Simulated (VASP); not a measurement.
Write the native input for VASP 6.6.1 that does the following.

```yaml
Task: single point
Functional: r2SCAN
Potentials_or_basis: VASP PAW PBE potentials, release 64 (Al, O)
Cutoff: 520 eV
k_mesh: 12 × 12 × 4
Occupations: gaussian, width 0.05 eV
Spin: no spin polarisation
Dipole_correction: no
Further_INCAR_settings: ALGO = Normal; EDIFF = 1e-06; NBANDS = 20
```

The system is Al2O3.

```xyz
5
Lattice="2.7664 0.0000 0.0000 -1.3832 2.3957 0.0000 0.0000 0.0000 8.1639" Properties=species:S:1:pos:R:3 pbc="T T T"
Al    0.0000    0.0000    1.4772
Al    0.0000    0.0000    6.6867
O     0.0000    1.5972    2.1880
O     1.3832    0.7986    0.0000
O     0.0000    1.5972    5.9759
```

This cell differs from its parent crystal: ratio of the length along z to the lengths across it x 1.1, volume and fractional coordinates fixed.

These files were run (other wordings do the same):

POSCAR

```
Al2O3
1.0
    2.7663696342      0.0000000000      0.0000000000
   -1.3831848171      2.3957463795      0.0000000000
    0.0000000000      0.0000000000      8.1638857939
Al O
2 3
Direct
    0.0000000000      0.0000000000      0.1809441335
    0.0000000000      0.0000000000      0.8190558665
    0.3333333333      0.6666666667      0.2680062644
    0.6666666667      0.3333333333      0.0000000000
    0.3333333333      0.6666666667      0.7319937356
```

INCAR.step1

```
SYSTEM = Al2O3
  ALGO = Normal
  EDIFF = 1E-4
  ENCUT = 520
  GGA = PE
  ISMEAR = 0
  LASPH = .True.
  LCHARG = .False.
  LREAL = .False.
  LWAVE = .True.
  NBANDS = 20
  NELM = 80
  PREC = Accurate
  SIGMA = 0.05
```

INCAR.step2

```
SYSTEM = Al2O3
  ALGO = Normal
  EDIFF = 1E-6
  ENCUT = 520
  ISIF = 2
  ISMEAR = 0
  ISTART = 1
  LASPH = .True.
  LCHARG = .False.
  LMIXTAU = .True.
  LREAL = .False.
  LWAVE = .False.
  METAGGA = R2SCAN
  NBANDS = 20
  NELM = 80
  PREC = Accurate
  SIGMA = 0.05
```

KPOINTS

```
k-points
0
Gamma
  12 12 4
  0 0 0
```

Potentials or basis: VASP PAW PBE potentials, release 64 (Al, O).

Command:

```console
$ cat potpaw_PBE.64/Al/POTCAR potpaw_PBE.64/O/POTCAR > POTCAR
$ cp INCAR.step1 INCAR
$ mpirun -np 1 vasp_std > vasp.out
$ cp INCAR.step2 INCAR
$ mpirun -np 1 vasp_std > vasp.out
```

Results of the run:

```json
{
 "Pressure": "6.7 GPa",
 "Largest force": "1.428 eV/Å",
 "Band gap on the k mesh": "6.17 eV"
}
```

Caveat: the cell stands under pressure; the PAW data sets were made with another functional, which shifts forces and pressure a little.

Wall time 100 s on 1 thread of Intel(R) Xeon(R) 6975P-C (Granite Rapids), on a shared host, peak memory 0.21 GiB.
